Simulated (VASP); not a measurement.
# BaTiO3 (R3m) in VASP: single point with PBE

Aim: the single point of BaTiO3 with PBE.

Everything below comes from runs of VASP 6.6.1. Logs are shortened: lines on timing, memory, paths and dates and some standing lists are left out, and cuts for length are marked.

**1. The cell of the first run**

Symmetry: R3m, No. 160, trigonal system. The conventional cell has a = 5.647 Å, b = 5.647 Å, c = 6.946 Å, α = 90.00°, β = 90.00°, γ = 120.00°. Within 3.6 Å of Ba (site symmetry 3m) lie 12 O at 2.77 to 2.90 Å and 8 Ti at 3.40 to 3.55 Å. Within 2.5 Å of Ti (site symmetry 3m) lie 6 O at 1.88 to 2.13 Å. Within 2.5 Å of O (site symmetry m) lie 2 Ti at 1.88 to 2.13 Å.

**2. Single point, PBE**

INCAR reads:

```
SYSTEM = BaTiO3
PREC     = Accurate       ! precision mode
ENCUT    = 520            ! plane-wave cutoff, eV
EDIFF    = 1E-6           ! SCF threshold, eV
ISMEAR   = -1             ! smearing method
SIGMA    = 0.0352         ! smearing width, eV
LREAL    = .False.        ! projectors in reciprocal space
LASPH    = .True.         ! aspherical terms in the spheres
NELM     = 100            ! most SCF steps
ALGO     = Normal         ! electronic algorithm
ISIF     = 2              ! what is computed and relaxed
LWAVE    = .False.        ! write WAVECAR
LCHARG   = .True.         ! write CHGCAR
GGA      = PE             ! functional
LELF     = .True.         ! ELF
LVHAR    = .True.       
NBANDS   = 51             ! bands
```

KPOINTS reads:

```
Automatic mesh
0
Gamma
  6 6 6
  0 0 0
```

POSCAR reads:

```
BaTiO3
1.0
    4.0101278600      3.9986636700      0.0000000000
    0.0228884200      4.0100779300      3.9986536900
    4.0101278600      0.0114142500      3.9986536900
Ba Ti O
2 2 6
Direct
    0.0000000000      0.0000000000      0.0000000000
    0.5000000000      0.5000000000      0.5000000000
    0.2446500000      0.2446500000      0.2446500000
    0.7446500000      0.7446500000      0.7446500000
    0.0013000000      0.5100000000      0.5100000000
    0.5013000000      0.0100000000      0.0100000000
    0.0100000000      0.5013000000      0.0100000000
    0.5100000000      0.0013000000      0.5100000000
    0.0100000000      0.0100000000      0.5013000000
    0.5100000000      0.5100000000      0.0013000000
```

Potentials or basis: VASP PAW PBE potentials, release 64 (Ba_sv, Ti_sv, O).

Launch:

```console
$ cat potpaw_PBE.64/Ba_sv/POTCAR potpaw_PBE.64/Ti_sv/POTCAR potpaw_PBE.64/O/POTCAR > POTCAR
$ mpirun -np 1 vasp_std > vasp.out
```

OUTCAR:

```text
SYSTEM = BaTiO3
   PREC = Accurate
   ENCUT = 520
   EDIFF = 1E-6
   ISMEAR = -1
   LREAL = .False.
   LASPH = .True.
   NELM = 100
   ISIF = 2
   GGA = PE

 ion  position               nearest neighbor table
   1  0.000  0.000  0.000-   6 2.77   7 2.77   9 2.77   8 2.83   5 2.83   5 2.83   8 2.83  10 2.83
                            10 2.83   6 2.90   7 2.90   9 2.90   3 3.40   4 3.44   4 3.44   4 3.44
   2  0.500  0.500  0.500-   5 2.77   8 2.77  10 2.77   7 2.83   6 2.83   6 2.83   7 2.83   9 2.83
                             9 2.83   5 2.90   8 2.90  10 2.90   4 3.40   3 3.44   3 3.44   3 3.44
   3  0.245  0.245  0.245-   9 1.88   7 1.88   6 1.88  10 2.13   8 2.13   5 2.13   1 3.40   2 3.44
                             2 3.44   2 3.44   1 3.49   1 3.49   1 3.49   2 3.55
   4  0.745  0.745  0.745-  10 1.88   8 1.88   5 1.88   9 2.13   7 2.13   6 2.13   2 3.40   1 3.44
                             1 3.44   1 3.44   2 3.49   2 3.49   2 3.49   1 3.55
   5  0.001  0.510  0.510-   4 1.88   3 2.13   2 2.77   1 2.83   1 2.83   2 2.90
   6  0.501  0.010  0.010-   3 1.88   4 2.13   1 2.77   2 2.83   2 2.83   1 2.90
   7  0.010  0.501  0.010-   3 1.88   4 2.13   1 2.77   2 2.83   2 2.83   1 2.90
   8  0.510  0.001  0.510-   4 1.88   3 2.13   2 2.77   1 2.83   1 2.83   2 2.90
   9  0.010  0.010  0.501-   3 1.88   4 2.13   1 2.77   2 2.83   2 2.83   1 2.90
  10  0.510  0.510  0.001-   4 1.88   3 2.13   2 2.77   1 2.83   1 2.83   2 2.90

  LATTYP: Found a trigonal (rhomboedric) cell.
 ALAT       =     5.6630766019
 COS(alpha) =     0.5028533805

  Lattice vectors:

 A1 = (   4.0101278600,   3.9986636700,   0.0000000000)
 A2 = (   0.0228884200,   4.0100779300,   3.9986536900)
 A3 = (   4.0101278600,   0.0114142500,   3.9986536900)

Analysis of symmetry for initial positions (statically):
=====================================================================
 Subroutine PRICEL returns following result:

  LATTYP: Found a trigonal (rhomboedric) cell.
 ALAT       =     3.9986863578
 COS(alpha) =     0.0028619924

  Lattice vectors:

 A1 = (   0.0114442100,   0.0114142550,   3.9986536900)
 A2 = (   3.9986836500,  -0.0000000050,   0.0000000000)
 A3 = (   0.0114442100,   3.9986636750,   0.0000000000)

   2 primitive cells build up your supercell.

 Routine SETGRP: Setting up the symmetry group for a
 trigonal (rhombohedral) supercell.

 Subroutine GETGRP returns: Found  6 space group operations
 (whereof  6 operations were pure point group operations)
 out of a pool of 12 trial point group operations.

The static configuration has the point symmetry C_3v.

Analysis of symmetry for dynamics (positions and initial velocities):
=====================================================================
 Subroutine PRICEL returns following result:

  LATTYP: Found a trigonal (rhomboedric) cell.
 ALAT       =     3.9986863578
 COS(alpha) =     0.0028619924

  Lattice vectors:

 A1 = (   0.0114442100,   0.0114142550,   3.9986536900)
 A2 = (   3.9986836500,  -0.0000000050,   0.0000000000)
 A3 = (   0.0114442100,   3.9986636750,   0.0000000000)

   2 primitive cells build up your supercell.

 Routine SETGRP: Setting up the symmetry group for a
 trigonal (rhombohedral) supercell.

 Subroutine GETGRP returns: Found  6 space group operations
 (whereof  6 operations were pure point group operations)
 out of a pool of 12 trial point group operations.

The dynamic configuration has the point symmetry C_3v.

 Subroutine INISYM returns: Found  6 space group operations
 (whereof  6 operations are pure point group operations),
 and found     2 'primitive' translations

----------------------------------------------------------------------------------------

                                     Primitive cell

  volume of cell :      63.9360

  direct lattice vectors                    reciprocal lattice vectors
     0.011444210  0.011414255  3.998653690     0.000000000  0.000000000  0.250084173
     3.998683650 -0.000000005  0.000000000     0.250082299 -0.000715738 -0.000713696
     0.011444210  3.998663675  0.000000000     0.000000000  0.250083548 -0.000713870

  length of vectors
     3.998686358  3.998683650  3.998680052     0.250084173  0.250084342  0.250084567

  position of ions in fractional coordinates (direct lattice)
     0.000000000  0.000000000  0.000000000
     0.489300000  0.489300000  0.489300000
     0.020000000  0.511300000  0.511300000
     0.511300000  0.020000000  0.511300000
     0.511300000  0.511300000  0.020000000

  ion indices of the primitive-cell ions
   primitive index   ion index
                 1           1
                 2           3
                 3           6
                 4           7
                 5           9

----------------------------------------------------------------------------------------

 KPOINTS: Automatic mesh

Automatic generation of k-mesh.
 Grid dimensions read from file:
 generate k-points for:    6    6    6

 Generating k-lattice:

  Cartesian coordinates                     Fractional coordinates (reciprocal lattice)
     0.020840192  0.020780651 -0.020959312     0.166666667  0.000000000  0.000000000
    -0.020840192  0.020899940  0.020840333     0.000000000  0.166666667 -0.000000000
     0.020840192 -0.020899940  0.020840362     0.000000000  0.000000000  0.166666667

  Length of vectors
     0.036130898  0.036130881  0.036130898

  Shift w.r.t. Gamma in fractional coordinates (k-lattice)
     0.000000000  0.000000000  0.000000000

 Subroutine IBZKPT returns following result:
 ===========================================

 Found     32 irreducible k-points:

 Following reciprocal coordinates:
            Coordinates               Weight
  0.000000  0.000000  0.000000      1.000000
  0.166667  0.000000  0.000000      6.000000
  0.333333  0.000000  0.000000      6.000000
  0.500000 -0.000000 -0.000000      3.000000
  0.166667  0.166667  0.000000      6.000000
  0.333333  0.166667  0.000000     12.000000
[... 16 lines left out ...]
  0.500000  0.500000  0.166667      6.000000
 -0.333333  0.500000  0.166667     12.000000
 [... further k-points ...]
   k-points           NKPTS =     32   k-points in BZ     NKDIM =     32   number of bands    NBANDS=     51
   number of dos      NEDOS =    301   number of ions     NIONS =     10
   total plane-waves  NPLWV =  74088
   dimension x,y,z NGX =    42 NGY =   42 NGZ =   42
   dimension x,y,z NGXF=    84 NGYF=   84 NGZF=   84
   ions per type =               2   2   6
   NGX,Y,Z   is equivalent  to a cutoff of  12.33, 12.33, 12.33 a.u.
   NGXF,Y,Z  is equivalent  to a cutoff of  24.66, 24.66, 24.66 a.u.
 SYSTEM =  BaTiO3
   PREC   = accura    normal or accurate (medium, high low for compatibility)
   ISTART =      0    job   : 0-new  1-cont  2-samecut
   ICHARG =      2    charge: 1-file 2-atom 10-const
   ISPIN  =      1    spin polarized calculation?
   LNONCOLLINEAR =      F non collinear calculations
   LSORBIT =      F    spin-orbit coupling
   LASPH  =      T    aspherical Exc in radial PAW
   ENCUT  =  520.0 eV  38.22 Ry    6.18 a.u.  10.53 10.53 10.53*2*pi/ulx,y,z
   NELM   =    100;   NELMIN=  2; NELMDL= -5     # of ELM steps
   EDIFF  = 0.1E-05   stopping-criterion for ELM
   LREAL  =      F    real-space projection
   EDIFFG = 0.1E-04   stopping-criterion for IOM
   NSW    =      0    number of steps for IOM
   IBRION =     -1    ionic relax: 0-MD 1-quasi-New 2-CG
   NFREE  =      0    steps in history (QN), initial steepest desc. (CG)
   ISIF   =      2    stress and relaxation
   ISYM   =      2    0-nonsym 1-usesym 2-fastsym
   POTIM  = 0.5000    time-step for ionic-motion
   TEBEG  =    0.0;   TEEND  =   0.0 temperature during run
   PSTRESS=    0.0 pullay stress
   NELECT =      80.0000    total number of electrons
   NUPDOWN=      -1.0000    fix difference up-down
   EMIN   =  10.00;   EMAX   =-10.00  energy-range for DOS
   EFERMI =   0.00;   METHOD = LEGACY
   ISMEAR =    -1;   SIGMA  =   0.04  broadening in eV -4-tet -1-fermi 0-gaus
   EFERMI_NEDOS =   21; number of points for ismear=-14 and -15
   IALGO  =     38    algorithm
   IMIX   =      4    mixing-type and parameters
     AMIX     =   0.40;   BMIX     =  1.00
     AMIX_MAG =   1.60;   BMIX_MAG =  1.00
  volume/ion in A,a.u.               =      12.79        86.29
  Fermi-wavevector in a.u.,A,eV,Ry     =   1.400166  2.645930 26.673751  1.960465
  Thomas-Fermi vector in A             =   2.523154
   LORBIT       =      0    0 simple, 1 ext, 2 COOP (PROOUT), +10 PAW based schemes
   GGA     = PE    functional components
   LHFCALC =     F    Hartree Fock is set to
   AEXX    =    0.0000 exact exchange contribution
   IVDW    =     0    specifies the selected vdW correction
   LEPSILON=     F    determine dielectric tensor
   LRPA    =     F    only Hartree local field effects (RPA)
 non-spin polarized calculation
  energy-cutoff  :      520.00
  volume of cell :      127.87
 maximum number of plane-waves:      3479
   NGX = 21   NGY = 21   NGZ = 21

 number of electron      80.0000015 magnetization

 Free energy of the ion-electron system (eV)
  ---------------------------------------------------
  ext. energy  EPLUGINS =         0.00000000
  ---------------------------------------------------
  free energy    TOTEN  =       -79.96230259 eV

  energy without entropy =      -79.96230259  energy(sigma->0) =      -79.96230259

 E-fermi :   4.6921     XC(G=0): -11.2589

 val. band max:        3.8069779170   @ k =   0.0000   0.0000   0.0000
 cond. band min:       6.1213562987   @ k =   0.0000   0.0000   0.0000
 fundamental gap:      2.3143783818
 Fermi energy:         4.6921491151

 k-point     1 :       0.0000    0.0000    0.0000
  band No.  band energies     occupation
      1     -52.5106      2.00000
      2     -52.5075      2.00000
      3     -28.8117      2.00000
      4     -28.8117      2.00000
      5     -28.8097      2.00000
      6     -28.7636      2.00000
[... 43 lines left out ...]
     50       8.8885      0.00000
     51      10.4665      0.00000

 k-point     2 :       0.1667    0.0000    0.0000
  band No.  band energies     occupation
      1     -52.5104      2.00000
      2     -52.5077      2.00000
      3     -28.8089      2.00000
      4     -28.8085      2.00000
      5     -28.8063      2.00000
      6     -28.7674      2.00000
[... 43 lines left out ...]
     50       9.2866      0.00000
     51      10.6105      0.00000

 k-point     3 :       0.3333    0.0000    0.0000
  band No.  band energies     occupation
      1     -52.5098      2.00000
      2     -52.5083      2.00000
      3     -28.8010      2.00000
      4     -28.7998      2.00000
      5     -28.7973      2.00000
      6     -28.7771      2.00000
[... 43 lines left out ...]
     50      10.2388      0.00000
     51      10.6754      0.00000
[... 1027 lines left out ...]
 k-point    23 :       0.5000    0.5000    0.1667
  band No.  band energies     occupation
      1     -52.5095      2.00000
      2     -52.5086      2.00000
      3     -28.8133      2.00000
      4     -28.8107      2.00000
      5     -28.8097      2.00000
      6     -28.7650      2.00000
[... 43 lines left out ...]
     50      10.9273      0.00000
     51      11.4529      0.00000

 k-point    24 :      -0.3333    0.5000    0.1667
  band No.  band energies     occupation
      1     -52.5093      2.00000
      2     -52.5088      2.00000
      3     -28.8164      2.00000
      4     -28.8146      2.00000
      5     -28.8005      2.00000
      6     -28.7742      2.00000
[... 43 lines left out ...]
     50      11.1871      0.00000
     51      11.2283      0.00000

 [... further k-points ...]

------------------------ aborting loop because EDIFF is reached ----------------------------------------

  FORCE on cell =-STRESS in cart. coord.  units (eV):
  Direction    XX          YY          ZZ          XY          YZ          ZX
  --------------------------------------------------------------------------------------
  -------------------------------------------------------------------------------------
  Total        5.7960887      5.7966842      5.7973035     -0.1058842     -0.1052767     -0.1055825
  in kB       72.6222815     72.6297429     72.6375026     -1.3266796     -1.3190679     -1.3229000
  external PRESSURE =      72.6298424 kB  Pullay stress =       0.0000000 kB

 VOLUME and BASIS-vectors are now :
 -----------------------------------------------------------------------------
  energy-cutoff  :      520.00
  volume of cell :      127.87
      direct lattice vectors                 reciprocal lattice vectors
     4.010127860  3.998663670  0.000000000     0.125041150  0.124683905 -0.125755869
     0.022888420  4.010077930  3.998653690    -0.125041149  0.125399643  0.125042000
     4.010127860  0.011414250  3.998653690     0.125041149 -0.125399643  0.125042173

 POSITION                                       TOTAL-FORCE (eV/Angst)
 -----------------------------------------------------------------------------------
      0.00000      0.00000      0.00000         0.035818      0.035716      0.035614
      4.02157      4.01008      3.99865         0.035818      0.035716      0.035614
      1.96776      1.96213      1.95654         0.028226      0.028145      0.028065
      5.98933      5.97221      5.95519         0.028226      0.028145      0.028065
      2.06205      2.05616      4.07863         0.042177      0.042056     -0.148639
      2.05061      2.04475      0.07997         0.042177      0.042056     -0.148639
      0.09168      2.05035      2.04451        -0.148397      0.042602      0.042480
      4.09036      2.05035      2.04451        -0.148397      0.042602      0.042480
      2.05061      0.08581      2.04451         0.042177     -0.148519      0.042480
      2.06205      4.08447      2.04451         0.042177     -0.148519      0.042480
 -----------------------------------------------------------------------------------
    total drift:                                0.001601      0.001464      0.001665

  FREE ENERGIE OF THE ION-ELECTRON SYSTEM (eV)
  ---------------------------------------------------
  free  energy   TOTEN  =       -79.9623025891 eV

  energy  without entropy=      -79.9623025891  energy(sigma->0) =      -79.96230259
```

Wall time 4 min (1 thread of Intel Xeon Platinum 8375C at 2.90GHz (Ice Lake), shared host); peak memory 0.35 GiB.

What came out:

* Free energy: -79.9623 eV
* Pressure: 7.3 GPa
* Largest force: 0.160 eV/Å
* Band gap on the k mesh: 2.31 eV

Forces in eV/Å, atoms in the order of the input:
```
Ba   0.036  0.036  0.036
Ba   0.036  0.036  0.036
Ti   0.028  0.028  0.028
Ti   0.028  0.028  0.028
O    0.042  0.042 -0.149
O    0.042  0.042 -0.149
O   -0.148  0.043  0.042
O   -0.148  0.043  0.042
O    0.042 -0.149  0.042
O    0.042 -0.149  0.042
```

Stress tensor (GPa, compression positive):
```
 7.26 -0.13 -0.13
-0.13  7.26 -0.13
-0.13 -0.13  7.26
```

Caveat: the cell stands under pressure; spin-orbit coupling is left out, which moves the levels of the heavy elements.
